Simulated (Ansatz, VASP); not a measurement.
# CdTe: VASP beside Ansatz

File INCAR:

```
PREC = Accurate ; ENCUT = 520
EDIFF = 1E-6 ; ISMEAR = 0
SIGMA = 0.05 ; LREAL = F
LASPH = T ; NELM = 60
ALGO = Normal ; ISIF = 2
LWAVE = F ; LCHARG = T
GGA = PE ; LELF = T
LVHAR = T ; NBANDS = 16
```

File KPOINTS:

```
Automatic mesh
0
Gamma
  10 10 10
```

POSCAR

```
CdTe
1.0
    0.0000000000      3.4079472836      3.4079472836
    3.4079472836      0.0000000000      3.4079472836
    3.4079472836      3.4079472836      0.0000000000
Cd Te
1 1
Direct
    0.0000000000      0.0000000000      0.0000000000
    0.7500000000      0.7500000000      0.7500000000
```

Input for Ansatz:

```yaml
crystal:
  lattice:
    - [0.0, 3.4079472836, 3.4079472836]
    - [3.4079472836, 0.0, 3.4079472836]
    - [3.4079472836, 3.4079472836, 0.0]
  atoms:
    - { symbol: Cd, position: [0.0, 0.0, 0.0] }
    - { symbol: Te, position: [0.75, 0.75, 0.75] }
basis:
  ecutwfc: 420
kpoints:
  mp_grid: { grid: [10, 10, 10] }
hamiltonian:
  xc: pbe
scf:
  occupations: { method: gaussian, width: 0.05 }
output:
  forces: true
  stress: true
  eigenvalues: true
```

Change from the starting cell: strain +0.030 along x and y, +0.030 along z, atoms carried along.

Alike in both runs: task single point; functional PBE; k mesh 10 × 10 × 10; occupations gaussian, width 0.05 eV; no spin polarisation.

```csv
,VASP,Ansatz
version,VASP 6.6.1,Ansatz 0.2.0
potentials or method,"VASP PAW PBE potentials, release 64 (Cd, Te), cutoff 520 eV","scalar-relativistic, plane waves, PAW"
valence electrons in the cell,18,36
```

|  | VASP | Ansatz | Ansatz less VASP |
| --- | --- | --- | --- |
| gap on the k mesh at the Fermi level (eV) | 0.33 | 0.34 | +0.004 |
| least direct gap on the mesh (eV) | 0.33 | 0.34 | +0.004 |
| pressure (GPa) | -2.4 | -2.5 | -0.08 |

The functional is the same, so the differences come from potentials, cutoffs and numerics. VASP's potentials hold 18 valence electrons a cell and Ansatz's 36, so a difference there can come from the potentials and not from the codes.

Neither program's run includes spin-orbit coupling.
